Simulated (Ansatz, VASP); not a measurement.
## One calculation of LiBr, two programs

Contents of INCAR:

```
SYSTEM = LiBr
  PREC = Accurate
  ENCUT = 750
  EDIFF = 1E-6
  ISMEAR = 0
  SIGMA = 0.02
  LREAL = .False.
  LASPH = .True.
  NELM = 120
  ALGO = Normal
  ISIF = 2
  LWAVE = .False.
  LCHARG = .True.
  GGA = PS
  LELF = .True.
  LVHAR = .True.
  NBANDS = 12
  GGA_COMPAT = .False.
```

KPOINTS

```
Automatic mesh
0
Gamma
  8 8 8
  0 0 0
```

Contents of POSCAR:

```
LiBr
1.0
    0.0000000000      2.7829504450      2.7829504450
    2.7829504450      0.0000000000      2.7829504450
    2.7829504450      2.7829504450      0.0000000000
Li Br
1 1
Direct
    0.0000000000      0.0000000000      0.0000000000
    0.5000000000      0.5000000000      0.5000000000
```

Input for Ansatz:

```yaml
crystal:
  lattice:
    - [0.0, 2.782950445, 2.782950445]
    - [2.782950445, 0.0, 2.782950445]
    - [2.782950445, 2.782950445, 0.0]
  atoms:
    - { symbol: Li, position: [0.0, 0.0, 0.0] }
    - { symbol: Br, position: [0.5, 0.5, 0.5] }
basis:
  ecutwfc: 420
kpoints:
  mp_grid: { grid: [8, 8, 8] }
hamiltonian:
  xc: pbesol
scf:
  occupations: { method: gaussian, width: 0.02 }
output:
  forces: true
  stress: true
  eigenvalues: true
```

Alike in both runs: task single point; functional PBEsol; k mesh 8 × 8 × 8; occupations gaussian, width 0.02 eV; no spin polarisation.

```csv
,VASP,Ansatz
version,VASP 6.6.1,Ansatz 0.2.0
potentials or method,"VASP PAW PBE potentials, release 64 (Li_sv, Br), cutoff 750 eV","scalar-relativistic, plane waves, PAW"
valence electrons in the cell,10,10
```

|  | VASP | Ansatz | Ansatz less VASP |
| --- | --- | --- | --- |
| gap on the k mesh at the Fermi level (eV) | 4.62 | 4.62 | -0.002 |
| least direct gap on the mesh (eV) | 4.62 | 4.62 | -0.002 |
| pressure (GPa) | -2.0 | -2.0 | +0.02 |

VASP's potentials were made for PBE, not for PBEsol.
